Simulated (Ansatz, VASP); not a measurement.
# One calculation of ZnGe2N, two programs

```
CELL_PARAMETERS angstrom
4.72412 0.00000 0.00000
-2.36206 4.09121 0.00000
0.00000 0.00000 3.61230
ATOMIC_POSITIONS crystal
Zn 0.00000 0.00000 0.19825
Ge 0.33333 0.66667 0.69768
Ge 0.66667 0.33333 0.69768
N 0.00000 0.00000 0.69821
```

Alike in both runs: functional PBE; k mesh 6 × 6 × 4; occupations gaussian, width 0.1 eV; no spin polarisation.

Ansatz relaxed the structure, and its values are those at the end. VASP's run is a single point on that final structure, the one shown.

|  | VASP | Ansatz |
| --- | --- | --- |
| version | VASP 6.6.1 | Ansatz 0.2.0 |
| potentials or method | VASP PAW PBE potentials, release 64 (Zn, Ge_d, N), cutoff 520 eV | scalar-relativistic, plane waves, PAW |
| valence electrons in the cell | 45 | 45 |

|  | VASP | Ansatz | Ansatz less VASP |
| --- | --- | --- | --- |
| gap on the k mesh at the Fermi level (eV) | none | none | - |
| pressure (GPa) | 0.6 | 0.1 | -0.43 |

A gap of «none» marks a metal or a gap that the smearing closes.

The k mesh is coarse, so the values compare programs but aren't converged.
